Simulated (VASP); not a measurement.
# Pt (Fm-3m) in VASP: further runs, part 2 of 2

VASP 6.6.1. The steps go on from the part before.

### Step 3. Relaxation of volume and atoms at fixed shape, PBEsol

This run uses another cell than the first one, of 15.08 Å³/atom, 1.003 times its volume.

INCAR

```
SYSTEM = Pt
PREC     = Accurate       ! precision mode
ENCUT    = 600            ! plane-wave cutoff, eV
EDIFF    = 1E-7           ! SCF threshold, eV
ISMEAR   = -1             ! smearing method
SIGMA    = 0.1            ! smearing width, eV
LREAL    = .False.        ! projectors in reciprocal space
LASPH    = .True.         ! aspherical terms in the spheres
NELM     = 100            ! most SCF steps
ALGO     = Normal         ! electronic algorithm
ISIF     = 8              ! what is computed and relaxed
LWAVE    = .False.        ! write WAVECAR
LCHARG   = .False.        ! write CHGCAR
GGA      = PS             ! functional
IBRION   = 2              ! ionic algorithm
NSW      = 80             ! ionic steps
EDIFFG   = -0.03          ! ionic threshold
```

KPOINTS

```
regular mesh
0
Gamma
  11 11 11
  0 0 0
```

POSCAR

```
Pt
1.0
    2.7731310000      0.0000000000      0.0000000000
    1.3865655000      2.4016018940      0.0000000000
    1.3865655000      0.8005339647      2.2642519800
Pt
1
Direct
    0.0000000000      0.0000000000      0.0000000000
```

Potentials or basis: VASP PAW PBE potentials, release 64 (Pt).

On the command line:

```console
> cat potpaw_PBE.64/Pt/POTCAR > POTCAR
> mpirun -np 1 vasp_std > vasp.out
```

OUTCAR:

```text
SYSTEM = Pt
   PREC = Accurate
   ENCUT = 600
   EDIFF = 1E-7
   ISMEAR = -1
   LREAL = .False.
   LASPH = .True.
   NELM = 100
   ISIF = 8
   GGA = PS
   IBRION = 2
   NSW = 80
   EDIFFG = -0.03

 ion  position               nearest neighbor table
   1  0.000  0.000  0.000-

  LATTYP: Found a face centered cubic cell.
 ALAT       =     3.9217994704

  Lattice vectors:

 A1 = (   2.7731310000,   0.0000000000,   0.0000000000)
 A2 = (   1.3865655000,   2.4016018940,   0.0000000000)
 A3 = (   1.3865655000,   0.8005339647,   2.2642519800)

Analysis of symmetry for initial positions (statically):
=====================================================================
 Subroutine PRICEL returns:
 Original cell was already a primitive cell.

 Routine SETGRP: Setting up the symmetry group for a
 face centered cubic supercell.

 Subroutine GETGRP returns: Found 48 space group operations
 (whereof 48 operations were pure point group operations)
 out of a pool of 48 trial point group operations.

The static configuration has the point symmetry O_h .

Analysis of symmetry for dynamics (positions and initial velocities):
=====================================================================
 Subroutine PRICEL returns:
 Original cell was already a primitive cell.

 Routine SETGRP: Setting up the symmetry group for a
 face centered cubic supercell.

 Subroutine GETGRP returns: Found 48 space group operations
 (whereof 48 operations were pure point group operations)
 out of a pool of 48 trial point group operations.

The dynamic configuration has the point symmetry O_h .

 Subroutine INISYM returns: Found 48 space group operations
 (whereof 48 operations are pure point group operations),
 and found     1 'primitive' translations

----------------------------------------------------------------------------------------

                                     Primitive cell

  volume of cell :      15.0798

  direct lattice vectors                    reciprocal lattice vectors
     2.773131000  0.000000000  0.000000000     0.360603232 -0.208194373 -0.147215653
     1.386565500  2.401601894  0.000000000     0.000000000  0.416388746 -0.147215653
     1.386565500  0.800533965  2.264251980     0.000000000  0.000000000  0.441646958

  length of vectors
     2.773131000  2.773131000  2.773131000     0.441646958  0.441646958  0.441646958

  position of ions in fractional coordinates (direct lattice)
     0.000000000  0.000000000  0.000000000

  ion indices of the primitive-cell ions
   primitive index   ion index
                 1           1

----------------------------------------------------------------------------------------

 KPOINTS: regular mesh

Automatic generation of k-mesh.
 Grid dimensions read from file:
 generate k-points for:   11   11   11

 Generating k-lattice:

[... 20 lines left out ...]
  0.181818 -0.000000 -0.000000      8.000000
  0.272727 -0.000000  0.000000      8.000000
  0.363636 -0.000000 -0.000000      8.000000
  0.454545 -0.000000 -0.000000      8.000000
[... 16 lines left out ...]
 -0.272727  0.181818  0.000000     24.000000
 -0.181818  0.181818 -0.000000     12.000000
 [... further k-points ...]
   k-points           NKPTS =     56   k-points in BZ     NKDIM =     56   number of bands    NBANDS=      9
   number of dos      NEDOS =    301   number of ions     NIONS =      1
   total plane-waves  NPLWV =  13824
   dimension x,y,z NGX =    24 NGY =   24 NGZ =   24
   dimension x,y,z NGXF=    48 NGYF=   48 NGZF=   48
   ions per type =               1
   NGX,Y,Z   is equivalent  to a cutoff of  14.39, 14.39, 14.39 a.u.
   NGXF,Y,Z  is equivalent  to a cutoff of  28.78, 28.78, 28.78 a.u.
 SYSTEM =  Pt
   PREC   = accura    normal or accurate (medium, high low for compatibility)
   ISTART =      0    job   : 0-new  1-cont  2-samecut
   ICHARG =      2    charge: 1-file 2-atom 10-const
   ISPIN  =      1    spin polarized calculation?
   LNONCOLLINEAR =      F non collinear calculations
   LSORBIT =      F    spin-orbit coupling
   LASPH  =      T    aspherical Exc in radial PAW
   ENCUT  =  600.0 eV  44.10 Ry    6.64 a.u.   5.54  5.54  5.54*2*pi/ulx,y,z
   NELM   =    100;   NELMIN=  2; NELMDL= -5     # of ELM steps
   EDIFF  = 0.1E-06   stopping-criterion for ELM
   LREAL  =      F    real-space projection
   EDIFFG = -.3E-01   stopping-criterion for IOM
   NSW    =     80    number of steps for IOM
   IBRION =      2    ionic relax: 0-MD 1-quasi-New 2-CG
   NFREE  =      1    steps in history (QN), initial steepest desc. (CG)
   ISIF   =      8    stress and relaxation
   ISYM   =      2    0-nonsym 1-usesym 2-fastsym
   POTIM  = 0.5000    time-step for ionic-motion
   TEBEG  =    0.0;   TEEND  =   0.0 temperature during run
   PSTRESS=    0.0 pullay stress
   NELECT =      10.0000    total number of electrons
   NUPDOWN=      -1.0000    fix difference up-down
   EMIN   =  10.00;   EMAX   =-10.00  energy-range for DOS
   EFERMI =   0.00;   METHOD = LEGACY
   ISMEAR =    -1;   SIGMA  =   0.10  broadening in eV -4-tet -1-fermi 0-gaus
   EFERMI_NEDOS =   21; number of points for ismear=-14 and -15
   IALGO  =     38    algorithm
   IMIX   =      4    mixing-type and parameters
     AMIX     =   0.40;   BMIX     =  1.00
     AMIX_MAG =   1.60;   BMIX_MAG =  1.00
  volume/ion in A,a.u.               =      15.08       101.76
  Fermi-wavevector in a.u.,A,eV,Ry     =   1.427610  2.697791 27.729613  2.038069
  Thomas-Fermi vector in A             =   2.547761
   LORBIT       =      0    0 simple, 1 ext, 2 COOP (PROOUT), +10 PAW based schemes
   GGA     = PS    functional components
   LHFCALC =     F    Hartree Fock is set to
   AEXX    =    0.0000 exact exchange contribution
   IVDW    =     0    specifies the selected vdW correction
   LEPSILON=     F    determine dielectric tensor
   LRPA    =     F    only Hartree local field effects (RPA)
 conjugate gradient relaxation of ions
 non-spin polarized calculation
  energy-cutoff  :      600.00
  volume of cell :       15.08
 maximum number of plane-waves:       531
 NGX is ok and might be reduce to    24
   NGX = 11   NGY = 11   NGZ = 11

--------------------------------------- Ionic step        1  -------------------------------------------

 number of electron      10.0000000 magnetization

 Free energy of the ion-electron system (eV)
  ---------------------------------------------------
  ext. energy  EPLUGINS =         0.00000000
  ---------------------------------------------------
  free energy    TOTEN  =        -7.00196930 eV

  energy without entropy =       -6.94702654  energy(sigma->0) =       -6.97449792

------------------------ aborting loop because EDIFF is reached ----------------------------------------

  FORCE on cell =-STRESS in cart. coord.  units (eV):
  Direction    XX          YY          ZZ          XY          YZ          ZX
  --------------------------------------------------------------------------------------
  -------------------------------------------------------------------------------------
  Total       -0.0983271     -0.0983271     -0.0983271     -0.0000000     -0.0000000      0.0000000
  in kB      -10.4469048    -10.4469048    -10.4469048     -0.0000000     -0.0000000      0.0000000
  external PRESSURE =     -10.4469048 kB  Pullay stress =       0.0000000 kB
[... 57 lines left out ...]
--------------------------------------- Ionic step        3  -------------------------------------------

 number of electron      10.0000000 magnetization

 Free energy of the ion-electron system (eV)
  ---------------------------------------------------
  ext. energy  EPLUGINS =         0.00000000
  ---------------------------------------------------
  free energy    TOTEN  =        -7.00215229 eV

  energy without entropy =       -6.94747364  energy(sigma->0) =       -6.97481296

 E-fermi :  11.1444     XC(G=0): -13.6513

 val. band max:       11.1436242217   @ k =   0.4545   0.4545   0.0000
 cond. band min:      11.1958141114   @ k =   0.4545   0.0909   0.0000
 fundamental gap:      0.0521898897
 Fermi energy:        11.1443736982

 k-point     1 :       0.0000    0.0000    0.0000
  band No.  band energies     occupation
      1       0.8306      2.00000
      2       7.3345      2.00000
      3       7.3345      2.00000
      4       7.3345      2.00000
      5       9.5264      2.00000
      6       9.5264      2.00000
      7      25.7831      0.00000
      8      30.7623      0.00000
      9      30.7623      0.00000
[... 265 lines left out ...]
 k-point    24 :      -0.1818    0.1818   -0.0000
  band No.  band energies     occupation
      1       3.7835      2.00000
      2       6.4092      2.00000
      3       7.5325      2.00000
      4       8.5229      2.00000
      5       8.5948      2.00000
      6      11.0799      1.31150
      7      24.6197      0.00000
      8      27.2204      0.00000
      9      30.1689      0.00000

 [... further k-points ...]
[... 5 lines left out ...]
  --------------------------------------------------------------------------------------
  -------------------------------------------------------------------------------------
  Total        0.0003956      0.0003956      0.0003956      0.0000000      0.0000000      0.0000000
  in kB        0.0421889      0.0421889      0.0421889      0.0000000      0.0000000      0.0000000
  external PRESSURE =       0.0421889 kB  Pullay stress =       0.0000000 kB
[... 16 lines left out ...]
  FREE ENERGIE OF THE ION-ELECTRON SYSTEM (eV)
  ---------------------------------------------------
  free  energy   TOTEN  =        -7.0021522870 eV

  energy  without entropy=       -6.9474736372  energy(sigma->0) =       -6.97481296

 reached required accuracy - stopping structural energy minimisation
```

Wall time 37 s (1 thread of Intel Xeon 6975P-C, shared host); peak memory 0.15 GiB.

What came out:

```
Free energy                            : -7.0022 eV
Relaxed volume                         : 15.02 Å³/atom
Relaxed cell                           : a = 2.770 Å, b = 2.770 Å, c = 2.770 Å, α = 60.00°, β = 60.00°, γ = 60.00°
Space group after relaxing (to 0.05 Å) : Fm-3m (No. 225)
Energy gained by relaxing              : 0.2 meV/atom
Ionic steps                            : 3
Pressure after relaxing                : 0.0 GPa
Band gap on the k mesh                 : zero (band 5 reaches 11.56 eV, above the bottom of band 6 at 9.44 eV)
```

The path:
```csv
step,energy change (eV),largest force (eV/Å),pressure (GPa),volume (Å³)
1,0.0000,0.0000,-1.04,15.08
2,0.0014,0.0000,3.16,14.87
3,-0.0002,0.0000,0.00,15.02
```

Final structure:
```yaml
crystal:
  lattice:
    - [2.76974, 0.00000, 0.00000]
    - [1.38487, 2.39866, 0.00000]
    - [1.38487, 0.79955, 2.26148]
  atoms:
    - { symbol: Pt, position: [0.00000, 0.00000, 0.00000] }
```

Levels at points of the mesh, in eV from the Fermi level:
| k point | band 2 | band 3 | band 4 | band 5 | band 6 | band 7 | band 8 | band 9 |
| --- | --- | --- | --- | --- | --- | --- | --- | --- |
| (0.00, 0.00, 0.00) | -3.81 | -3.81 | -3.81 | -1.62 | -1.62 | 14.64 | 19.62 | 19.62 |

Caveat: the PAW data sets were made with another functional, which shifts forces and pressure a little; spin-orbit coupling is left out, which moves the levels of the heavy elements.
